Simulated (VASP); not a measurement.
Here is a VASP 6.6.1 calculation.

File INCAR:

```
SYSTEM = Ba
  PREC = Accurate
  ENCUT = 520
  EDIFF = 1E-7
  ISMEAR = 0
  SIGMA = 0.15
  LREAL = .False.
  LASPH = .True.
  NELM = 80
  ALGO = Fast
  ISIF = 2
  LWAVE = .False.
  LCHARG = .False.
  GGA = PE
  NBANDS = 11
```

Contents of KPOINTS:

```
Automatic mesh
0
Gamma
  14 14 14
  0 0 0
```

File POSCAR:

```
Ba
1.0
   -2.4625000000      2.4625000000      2.5750000000
    2.4625000000     -2.4625000000      2.5750000000
    2.4625000000      2.4625000000     -2.5750000000
Ba
1
Direct
    0.0000000000      0.0000000000      0.0000000000
```

Potentials or basis: VASP PAW PBE potentials, release 64 (Ba_sv).

Command:

```console
$ cat potpaw_PBE.64/Ba_sv/POTCAR > POTCAR
$ mpirun -np 1 vasp_std > vasp.out
```

Q: What does it give for the band gap on the k mesh?

A: Zero (bands 5 and 6 overlap by 0.97 eV).

Q: Estimate the pressure.

A: 0.2 GPa.

Stress tensor (GPa, compression positive):
```
0.24 0.00 0.00
0.00 0.24 0.00
0.00 0.00 0.06
```

Caveat: the cell differs from its parent crystal (strain -0.015 along x and y, +0.030 along z); spin-orbit coupling is left out, which moves the levels of the heavy elements.
